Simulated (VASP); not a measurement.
## AlN: single point with PBE

The system is AlN.

```xyz
4
Lattice="3.4377 0.0000 0.0000 -1.7188 2.9771 0.0000 0.0000 0.0000 4.0620" Properties=species:S:1:pos:R:3 pbc="T T T"
Al    0.0000    1.9848    3.0465
Al    1.7189    0.9924    1.0155
N     0.0000    1.9848    1.0155
N     1.7189    0.9924    3.0465
```

```json
{"Program": "VASP 6.6.1", "Task": "single point", "Functional": "PBE", "Potentials or basis": "VASP PAW PBE potentials, release 64 (Al, N)", "Cutoff": "520 eV", "k mesh": "9 × 9 × 6", "Occupations": "gaussian, width 0.05 eV", "Spin": "no spin polarisation"}
```

* Pressure: -8.5 GPa
* Band gap on the k mesh: 3.17 eV, direct

Stress tensor (GPa, compression positive):
```
-12.34   0.00   0.00
  0.00 -12.34   0.00
  0.00   0.00  -0.94
```

Levels at points of the mesh, in eV from the valence-band top:
```tsv
k point	band 5	band 6	band 7	band 8	band 9	band 10	band 11	band 12
(0.00, 0.00, 0.00)	-3.04	-1.08	-1.08	0.00	3.17	4.15	7.99	7.99
(0.00, 0.00, 0.50)	-2.10	-2.10	-2.10	-2.10	5.67	5.67	8.09	8.09
```

Wall time 16 s on 1 thread of Intel(R) Xeon(R) 6975P-C (Granite Rapids), with other jobs on the host, peak memory 0.16 GiB.

A hybrid or GW would open this gap; PBE tends to underestimate it.
